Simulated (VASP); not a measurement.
# Co (P6_3/mmc) in VASP: notebook

The runs below take Co through single point, with PBE.

All numbers are computed with VASP 6.6.1; they aren't measurements. Logs are shortened: lines on timing, memory, paths and dates and some standing lists are left out, and cuts for length are marked.

### Step 1. The cell of the first run

It takes space group P6_3/mmc (No. 194, hexagonal). The conventional cell has a = 2.431 Å, b = 2.431 Å, c = 4.234 Å, α = 90.00°, β = 90.00°, γ = 120.00°. Co (site symmetry -6m2) has 12 Co at 2.43 to 2.54 Å within 3.2 Å.

### Step 2. Single point, PBE, collinear spin, ferromagnetic start

INCAR reads:

```
PREC = Accurate
ENCUT = 520
EDIFF = 1E-7
ISMEAR = 0
SIGMA = 0.15
LREAL = False
LASPH = True
NELM = 150
ALGO = Normal
ISIF = 2
LWAVE = False
LCHARG = False
ISPIN = 2
MAGMOM = 1.86 1.86
LORBIT = 11
LMAXMIX = 4
GGA = PE
NBANDS = 20
```

KPOINTS reads:

```
regular mesh
0
Gamma
  21 21 12
```

POSCAR reads:

```
Co
1.0
    2.4310000000      0.0000000000      0.0000000000
   -1.2155000000      2.1053077566      0.0000000000
    0.0000000000      0.0000000000      4.2339000000
Co
2
Direct
    0.3333333333      0.6666666667      0.2500000000
    0.6666666667      0.3333333333      0.7500000000
```

Potentials or basis: VASP PAW PBE potentials, release 64 (Co).

Started as:

```console
$ cat potpaw_PBE.64/Co/POTCAR > POTCAR
$ mpirun -np 1 vasp_std > vasp.out
```

OUTCAR:

```text
PREC = Accurate
   ENCUT = 520
   EDIFF = 1E-7
   ISMEAR = 0
   LREAL = False
   LASPH = True
   NELM = 150
   ISIF = 2
   ISPIN = 2
   LORBIT = 11
   GGA = PE

 ion  position               nearest neighbor table
   1  0.333  0.667  0.250-   2 2.54   2 2.54   2 2.54   2 2.54   2 2.54   2 2.54
   2  0.667  0.333  0.750-   1 2.54   1 2.54   1 2.54   1 2.54   1 2.54   1 2.54

  LATTYP: Found a hexagonal cell.
 ALAT       =     2.4310000000
 C/A-ratio  =     1.7416289593

  Lattice vectors:

 A1 = (   2.4310000000,   0.0000000000,   0.0000000000)
 A2 = (  -1.2155000000,   2.1053077566,   0.0000000000)
 A3 = (   0.0000000000,   0.0000000000,   4.2339000000)

Analysis of symmetry for initial positions (statically):
=====================================================================
 Subroutine PRICEL returns:
 Original cell was already a primitive cell.

 Routine SETGRP: Setting up the symmetry group for a
 hexagonal supercell.

 Subroutine GETGRP returns: Found 24 space group operations
 (whereof 12 operations were pure point group operations)
 out of a pool of 24 trial point group operations.

The static configuration has the point symmetry D_3d.
 The point group associated with its full space group is D_6h.

Analysis of symmetry for dynamics (positions and initial velocities):
=====================================================================
 Subroutine PRICEL returns:
 Original cell was already a primitive cell.

 Routine SETGRP: Setting up the symmetry group for a
 hexagonal supercell.

 Subroutine GETGRP returns: Found 24 space group operations
 (whereof 12 operations were pure point group operations)
 out of a pool of 24 trial point group operations.

The dynamic configuration has the point symmetry D_3d.
 The point group associated with its full space group is D_6h.

Analysis of structural, dynamic, and magnetic symmetry:
=====================================================================
 Subroutine PRICEL returns:
 Original cell was already a primitive cell.

 Routine SETGRP: Setting up the symmetry group for a
 hexagonal supercell.

 Subroutine GETGRP returns: Found 24 space group operations
 (whereof 12 operations were pure point group operations)
 out of a pool of 24 trial point group operations.

The overall configuration has the point symmetry D_3d.
 The point group associated with its full space group is D_6h.

 Subroutine INISYM returns: Found 24 space group operations
 (whereof 12 operations are pure point group operations),
 and found     1 'primitive' translations

----------------------------------------------------------------------------------------

                                     Primitive cell

  volume of cell :      21.6691

  direct lattice vectors                    reciprocal lattice vectors
     2.431000000  0.000000000  0.000000000     0.411353353  0.237494969  0.000000000
    -1.215500000  2.105307757  0.000000000     0.000000000  0.474989938  0.000000000
     0.000000000  0.000000000  4.233900000     0.000000000  0.000000000  0.236188857

  length of vectors
     2.431000000  2.431000000  4.233900000     0.474989938  0.474989938  0.236188857

  position of ions in fractional coordinates (direct lattice)
     0.333333333  0.666666667  0.250000000
     0.666666667  0.333333333  0.750000000

  ion indices of the primitive-cell ions
   primitive index   ion index
                 1           1
                 2           2

----------------------------------------------------------------------------------------

 KPOINTS: regular mesh

Automatic generation of k-mesh.
 Grid dimensions read from file:
 generate k-points for:   21   21   12

 Generating k-lattice:

  Cartesian coordinates                     Fractional coordinates (reciprocal lattice)
     0.019588255  0.011309284  0.000000000     0.047619048  0.000000000  0.000000000
     0.000000000  0.022618568  0.000000000     0.000000000  0.047619048  0.000000000
     0.000000000  0.000000000  0.019682405     0.000000000  0.000000000  0.083333333

  Length of vectors
     0.022618568  0.022618568  0.019682405

  Shift w.r.t. Gamma in fractional coordinates (k-lattice)
     0.000000000  0.000000000  0.000000000

 Subroutine IBZKPT returns following result:
 ===========================================

 Found    336 irreducible k-points:

 Following reciprocal coordinates:
            Coordinates               Weight
  0.000000  0.000000  0.000000      1.000000
  0.047619  0.000000  0.000000      6.000000
  0.095238 -0.000000  0.000000      6.000000
  0.142857  0.000000  0.000000      6.000000
  0.190476 -0.000000  0.000000      6.000000
  0.238095 -0.000000  0.000000      6.000000
[... 16 lines left out ...]
  0.142857  0.095238  0.000000     12.000000
  0.190476  0.095238  0.000000     12.000000
 [... further k-points ...]
   k-points           NKPTS =    336   k-points in BZ     NKDIM =    336   number of bands    NBANDS=     20
   number of dos      NEDOS =    301   number of ions     NIONS =      2
   total plane-waves  NPLWV =  10368
   dimension x,y,z NGX =    18 NGY =   18 NGZ =   32
   dimension x,y,z NGXF=    36 NGYF=   36 NGZF=   64
   ions per type =               2
   NGX,Y,Z   is equivalent  to a cutoff of  12.31, 12.31, 12.56 a.u.
   NGXF,Y,Z  is equivalent  to a cutoff of  24.62, 24.62, 25.13 a.u.
 SYSTEM =  unknown system
   PREC   = accura    normal or accurate (medium, high low for compatibility)
   ISTART =      0    job   : 0-new  1-cont  2-samecut
   ICHARG =      2    charge: 1-file 2-atom 10-const
   ISPIN  =      2    spin polarized calculation?
   LNONCOLLINEAR =      F non collinear calculations
   LSORBIT =      F    spin-orbit coupling
   LASPH  =      T    aspherical Exc in radial PAW
   ENCUT  =  520.0 eV  38.22 Ry    6.18 a.u.   4.52  4.52  7.87*2*pi/ulx,y,z
   NELM   =    150;   NELMIN=  2; NELMDL= -5     # of ELM steps
   EDIFF  = 0.1E-06   stopping-criterion for ELM
   LREAL  =      F    real-space projection
   EDIFFG = 0.1E-05   stopping-criterion for IOM
   NSW    =      0    number of steps for IOM
   IBRION =     -1    ionic relax: 0-MD 1-quasi-New 2-CG
   NFREE  =      0    steps in history (QN), initial steepest desc. (CG)
   ISIF   =      2    stress and relaxation
   ISYM   =      2    0-nonsym 1-usesym 2-fastsym
   POTIM  = 0.5000    time-step for ionic-motion
   TEBEG  =    0.0;   TEEND  =   0.0 temperature during run
   PSTRESS=    0.0 pullay stress
   NELECT =      18.0000    total number of electrons
   NUPDOWN=      -1.0000    fix difference up-down
   EMIN   =  10.00;   EMAX   =-10.00  energy-range for DOS
   EFERMI =   0.00;   METHOD = LEGACY
   ISMEAR =     0;   SIGMA  =   0.15  broadening in eV -4-tet -1-fermi 0-gaus
   EFERMI_NEDOS =   21; number of points for ismear=-14 and -15
   IALGO  =     38    algorithm
   IMIX   =      4    mixing-type and parameters
     AMIX     =   0.40;   BMIX     =  1.00
     AMIX_MAG =   1.60;   BMIX_MAG =  1.00
  volume/ion in A,a.u.               =      10.83        73.12
  Fermi-wavevector in a.u.,A,eV,Ry     =   1.538929  2.908154 32.222716  2.368303
  Thomas-Fermi vector in A             =   2.645229
   LORBIT       =     11    0 simple, 1 ext, 2 COOP (PROOUT), +10 PAW based schemes
   GGA     = PE    functional components
   LHFCALC =     F    Hartree Fock is set to
   AEXX    =    0.0000 exact exchange contribution
   IVDW    =     0    specifies the selected vdW correction
   LEPSILON=     F    determine dielectric tensor
   LRPA    =     F    only Hartree local field effects (RPA)
 spin polarized calculation
 Gauss-broadening in eV      SIGMA  =   0.15
  energy-cutoff  :      520.00
  volume of cell :       21.67
 maximum number of plane-waves:       604
 NGX is ok and might be reduce to    18
   NGX =  9   NGY =  9   NGZ = 15

 number of electron      17.9999977 magnetization       3.2285381

 Free energy of the ion-electron system (eV)
  ---------------------------------------------------
  ext. energy  EPLUGINS =         0.00000000
  ---------------------------------------------------
  free energy    TOTEN  =       -14.00879220 eV

  energy without entropy =      -13.98652539  energy(sigma->0) =      -13.99765880

 E-fermi :  10.3296     XC(G=0): -13.4093

 val. band max:       10.3286594356   @ k =   0.4286  -0.0000   0.5000
 cond. band min:      10.3299536427   @ k =   0.2857  -0.0000   0.0833
 fundamental gap:      0.0012942071
 Fermi energy:        10.3296120511

 spin component 1

 k-point     1 :       0.0000    0.0000    0.0000
  band No.  band energies     occupation
      1       1.3591      1.00000
      2       5.0437      1.00000
      3       7.3070      1.00000
      4       7.7298      1.00000
      5       7.7298      1.00000
      6       7.9639      1.00000
[... 12 lines left out ...]
     19      37.7150      0.00000
     20      37.7150      0.00000
[... 507 lines left out ...]
 k-point    24 :       0.1905    0.0952    0.0000
  band No.  band energies     occupation
      1       3.5177      1.00000
      2       6.1033      1.00000
      3       6.6263      1.00000
      4       6.9381      1.00000
      5       7.5261      1.00000
      6       7.8503      1.00000
[... 12 lines left out ...]
     19      35.7844      0.00000
     20      36.9349      0.00000

 [... further k-points ...]

 spin component 2

 k-point     1 :       0.0000    0.0000    0.0000
  band No.  band energies     occupation
      1       1.3643      1.00000
      2       5.9014      1.00000
      3       8.8419      1.00000
      4       9.3376      1.00000
      5       9.3376      1.00000
      6       9.3759      1.00000
[... 12 lines left out ...]
     19      37.9884      0.00000
     20      37.9884      0.00000
[... 507 lines left out ...]
 k-point    24 :       0.1905    0.0952    0.0000
  band No.  band energies     occupation
      1       3.5660      1.00000
      2       7.1957      1.00000
      3       7.7009      1.00000
      4       8.3139      1.00000
      5       9.0343      1.00000
      6       9.5701      1.00000
[... 12 lines left out ...]
     19      36.0544      0.00000
     20      37.1040      0.00000

 [... further k-points ...]
[... 5 lines left out ...]
  --------------------------------------------------------------------------------------
  -------------------------------------------------------------------------------------
  Total        1.1215562      1.1215562     -1.7581709      0.0000000      0.0000000      0.0000000
  in kB       82.9259512     82.9259512   -129.9961580      0.0000000      0.0000000      0.0000000
  external PRESSURE =      11.9519148 kB  Pullay stress =       0.0000000 kB

 VOLUME and BASIS-vectors are now :
 -----------------------------------------------------------------------------
  energy-cutoff  :      520.00
  volume of cell :       21.67
      direct lattice vectors                 reciprocal lattice vectors
     2.431000000  0.000000000  0.000000000     0.411353353  0.237494969  0.000000000
    -1.215500000  2.105307757  0.000000000     0.000000000  0.474989938  0.000000000
     0.000000000  0.000000000  4.233900000     0.000000000  0.000000000  0.236188857

 POSITION                                       TOTAL-FORCE (eV/Angst)
 -----------------------------------------------------------------------------------
     -0.00000      1.40354      1.05848        -0.000000      0.000000      0.000000
      1.21550      0.70177      3.17543         0.000000     -0.000000      0.000000
 -----------------------------------------------------------------------------------
    total drift:                               -0.000000      0.000000     -0.000000

  FREE ENERGIE OF THE ION-ELECTRON SYSTEM (eV)
  ---------------------------------------------------
  free  energy   TOTEN  =       -14.0087922022 eV

  energy  without entropy=      -13.9865253949  energy(sigma->0) =      -13.99765880

 total charge

# of ion       s       p       d       tot
------------------------------------------
    1        0.492   0.525   7.265   8.282
    2        0.492   0.525   7.265   8.282
--------------------------------------------------
tot          0.983   1.049  14.531  16.563

 magnetization (x)

# of ion       s       p       d       tot
------------------------------------------
    1       -0.014  -0.052   1.698   1.632
    2       -0.014  -0.052   1.698   1.632
--------------------------------------------------
tot         -0.027  -0.104   3.395   3.264
```

Wall time 4.3 min (1 thread of Oxide Virtual Turin-like, shared host); peak memory 0.26 GiB.

What came out:

| Item | Value |
| --- | --- |
| Free energy | -14.0088 eV |
| Pressure | 1.2 GPa |
| Net moment | 3.23 μB per cell |
| Site moments | Co +1.63 μB |
| Valence electrons inside the program's atomic spheres | Co 8.28 |

### Step 3. Single point, PBE, collinear spin, ferromagnetic start

This run uses another cell than the first one, of 10.13 Å³/atom, 0.935 times its volume.

INCAR reads:

```
  PREC = Accurate
  ENCUT = 520
  EDIFF = 1E-6
  ISMEAR = 0
  SIGMA = 0.15
  LREAL = False
  LASPH = True
  NELM = 150
  ALGO = Fast
  ISIF = 2
  LWAVE = False
  LCHARG = False
  ISPIN = 2
  MAGMOM = 1.86 1.86
  LORBIT = 11
  LMAXMIX = 4
  GGA = PE
  NBANDS = 20
```

KPOINTS reads:

```
Automatic mesh
0
Gamma
  21 21 12
```

POSCAR reads:

```
Co
1.0
    2.5682000000      0.0000000000      0.0000000000
   -1.2841000000      2.2241264420      0.0000000000
    0.0000000000      0.0000000000      3.5484000000
Co
2
Direct
    0.3333333333      0.6666666667      0.2500000000
    0.6666666667      0.3333333333      0.7500000000
```

Potentials or basis: VASP PAW PBE potentials, release 64 (Co).

Started as:

```console
$ cat potpaw_PBE.64/Co/POTCAR > POTCAR
$ mpirun -np 1 vasp_std > vasp.out
```

It took 7.9 min on 1 thread of Oxide Virtual Turin-like, shared host; peak memory 0.25 GiB.

It converged, with:

* Free energy: -13.6772 eV
* Pressure: 21.5 GPa
* Net moment: 2.94 μB per cell
* Site moments: Co +1.47 μB
* Valence electrons inside the program's atomic spheres: Co 8.45

Stress tensor (GPa, compression positive):
```
 6.18  0.00  0.00
 0.00  6.18  0.00
 0.00  0.00 52.07
```

Levels at points of the mesh, in eV from the Fermi level:
Spin up:
```tsv
k point	band 8	band 9	band 10	band 11	band 12	band 13
(0.00, 0.00, 0.00)	-2.19	-1.88	-0.52	-0.52	2.05	9.52
(0.00, 0.00, 0.50)	-2.44	-0.80	-0.80	-0.80	-0.80	19.81
```
Spin down:
```csv
k point,band 5,band 6,band 7,band 8,band 9,band 10,band 11,band 12
"(0.00, 0.00, 0.00)",-1.02,-1.02,-0.60,-0.60,-0.16,1.05,1.05,2.04
"(0.00, 0.00, 0.50)",-1.67,-1.67,-1.02,-1.02,0.82,0.82,0.82,0.82
```

### Step 4. Single point, PBE, collinear spin, ferromagnetic start

This run uses another cell than the first one, of 10.19 Å³/atom, 0.940 times its volume.

INCAR reads:

```
SYSTEM = Co
ALGO = Normal ; EDIFF = 1E-6
ENCUT = 520 ; GGA = PE
ISIF = 2 ; ISMEAR = 0
ISPIN = 2 ; LASPH = .True.
LCHARG = .False. ; LMAXMIX = 4
LORBIT = 11 ; LREAL = .False.
LWAVE = .False. ; MAGMOM = 1.86 1.86
NBANDS = 20 ; NELM = 150
PREC = Accurate ; SIGMA = 0.15
```

KPOINTS reads:

```
k-points
0
Gamma
  21 21 12
  0 0 0
```

POSCAR reads:

```
Co
1.0
    2.5183000000      0.0000000000      0.0000000000
   -1.2591500000      2.1809117744      0.0000000000
    0.0000000000      0.0000000000      3.7097000000
Co
2
Direct
    0.3333333333      0.6666666667      0.2500000000
    0.6666666667      0.3333333333      0.7500000000
```

Started as:

```console
$ cat potpaw_PBE.64/Co/POTCAR > POTCAR
$ mpirun -np 1 vasp_std > vasp.out
```

It took 4.9 min on 1 thread of Oxide Virtual Turin-like, shared host; peak memory 0.26 GiB.

Results (log left out):

```yaml
Free_energy: -13.9006 eV
Pressure: 16.8 GPa
Net_moment: 3.06 μB per cell
Site_moments: Co +1.53 μB
Valence_electrons_inside_the_program's_atomic_spheres: Co 8.42
```

Stress tensor (GPa, compression positive):
```
 6.60  0.00  0.00
 0.00  6.60  0.00
 0.00  0.00 37.27
```

Levels at points of the mesh, in eV from the Fermi level:
Spin up:
```
           k point  band 6  band 7  band 8  band 9  band 10  band 11  band 12  band 13  band 14  band 15
(0.00, 0.00, 0.00)   -2.22   -2.22   -2.22   -2.16    -0.60    -0.60     1.13     8.44    21.31    23.72
(0.00, 0.00, 0.50)   -2.91   -2.65   -2.65   -0.92    -0.92    -0.92    -0.92    18.30    18.30    22.28
```
Spin down:
```csv
k point,band 4,band 5,band 6,band 7,band 8,band 9,band 10,band 11
"(0.00, 0.00, 0.00)",-1.13,-0.64,-0.64,-0.58,-0.58,-0.49,1.10,1.12
"(0.00, 0.00, 0.50)",-1.37,-1.37,-1.37,-1.25,-1.25,0.80,0.80,0.80
```

### Step 5. Single point, PBE, collinear spin, ferromagnetic start

This run uses another cell than the first one, of 10.21 Å³/atom, 0.943 times its volume.

INCAR reads:

```
SYSTEM = Co
PREC = Accurate ; ENCUT = 520
EDIFF = 1E-7 ; ISMEAR = 0
SIGMA = 0.15 ; LREAL = .FALSE.
LASPH = .TRUE. ; NELM = 150
ALGO = Fast ; ISIF = 2
LWAVE = .FALSE. ; LCHARG = .FALSE.
ISPIN = 2 ; MAGMOM = 1.86 1.86
LORBIT = 11 ; LMAXMIX = 4
GGA = PE ; NBANDS = 20
```

KPOINTS reads:

```
regular mesh
0
G
  21 21 12
  0 0 0
```

POSCAR reads:

```
Co
1.0
    2.4684000000      0.0000000000      0.0000000000
   -1.2342000000      2.1376971067      0.0000000000
    0.0000000000      0.0000000000      3.8710000000
Co
2
Direct
    0.3333333333      0.6666666667      0.2500000000
    0.6666666667      0.3333333333      0.7500000000
```

Started as:

```console
$ cat potpaw_PBE.64/Co/POTCAR > POTCAR
$ mpirun -np 1 vasp_std > vasp.out
```

It took 7.5 min on 1 thread of Oxide Virtual Turin-like, shared host; peak memory 0.25 GiB.

It converged, with:

```yaml
Free_energy: -14.0165 eV
Pressure: 14.2 GPa
Net_moment: 3.09 μB per cell
Site_moments: Co +1.55 μB
Valence_electrons_inside_the_program's_atomic_spheres: Co 8.40
```

Stress tensor (GPa, compression positive):
```
10.65  0.00  0.00
 0.00 10.65  0.00
 0.00  0.00 21.29
```

Levels at points of the mesh, in eV from the Fermi level:
Spin up:
| k point | band 6 | band 7 | band 8 | band 9 | band 10 | band 11 | band 12 | band 13 | band 14 | band 15 |
| --- | --- | --- | --- | --- | --- | --- | --- | --- | --- | --- |
| (0.00, 0.00, 0.00) | -2.27 | -2.27 | -2.02 | -2.02 | -0.68 | -0.68 | 0.30 | 7.41 | 22.10 | 25.02 |
| (0.00, 0.00, 0.50) | -2.77 | -2.77 | -2.77 | -1.02 | -1.02 | -1.02 | -1.02 | 16.58 | 16.58 | 22.92 |
Spin down:
```csv
k point,band 5,band 6,band 7,band 8,band 9,band 10
"(0.00, 0.00, 0.00)",-0.89,-0.64,-0.64,-0.35,-0.35,0.25
"(0.00, 0.00, 0.50)",-1.20,-1.20,-1.20,-1.20,0.75,0.75
```

### Step 6. Summary

```tsv
cell	gap on the mesh (eV)	pressure (GPa)	moment (μB)
a = 2.431, b = 2.431, c = 4.234 Å, angles 90.0, 90.0, 120.0°, 2 atoms	none	1.2	3.23
a = 2.568, b = 2.568, c = 3.548 Å, angles 90.0, 90.0, 120.0°, 2 atoms	none	21.5	2.94
a = 2.518, b = 2.518, c = 3.710 Å, angles 90.0, 90.0, 120.0°, 2 atoms	none	16.8	3.06
a = 2.468, b = 2.468, c = 3.871 Å, angles 90.0, 90.0, 120.0°, 2 atoms	none	14.2	3.09
```

Alike in all rows: task single point; level PBE; potentials or basis VASP PAW PBE potentials, release 64 (Co); spin collinear, ferromagnetic start; k mesh 21 × 21 × 12; cutoff (eV) 520; smearing gaussian 0.15 eV.

Total energies depend on the potentials used, so only differences within one code and one set of settings carry meaning.
